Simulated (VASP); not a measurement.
Input of a VASP 6.6.1 run:

INCAR

```
SYSTEM = CsH
PREC = Accurate ; ENCUT = 520
EDIFF = 1E-8 ; ISMEAR = 0
SIGMA = 0.01 ; LREAL = .False.
LASPH = .True. ; NELM = 100
ALGO = Normal ; ISIF = 2
LWAVE = .False. ; LCHARG = .False.
GGA = CA ; NBANDS = 12
IBRION = 8 ; NSW = 1
LEPSILON = .True.
```

File KPOINTS:

```
Automatic mesh
0
Gamma
  8 8 8
  0 0 0
```

The input POSCAR:

```
CsH
1.0
    0.0000000000      3.0486175780      3.0486175780
    3.0486175780      0.0000000000      3.0486175780
    3.0486175780      3.0486175780      0.0000000000
Cs H
1 1
Direct
    0.0000000000      0.0000000000      0.0000000000
    0.5000000000      0.5000000000      0.5000000000
```

Potentials or basis: VASP PAW LDA potentials, release 64 (Cs_sv, H).

Run with:

```console
$ cat potpaw_LDA.64/Cs_sv/POTCAR potpaw_LDA.64/H/POTCAR > POTCAR
$ mpirun -np 1 vasp_std > vasp.out
```

(1) Predict the electronic dielectric tensor (diagonal).

(2) Estimate the Born charges (mean of the diagonal).

(3) Estimate the highest phonon frequency at Γ, LO-TO splitting left out.

Results:

(1) 3.62.

(2) Cs +1.15; H -1.15 e.

(3) 457 cm⁻¹.
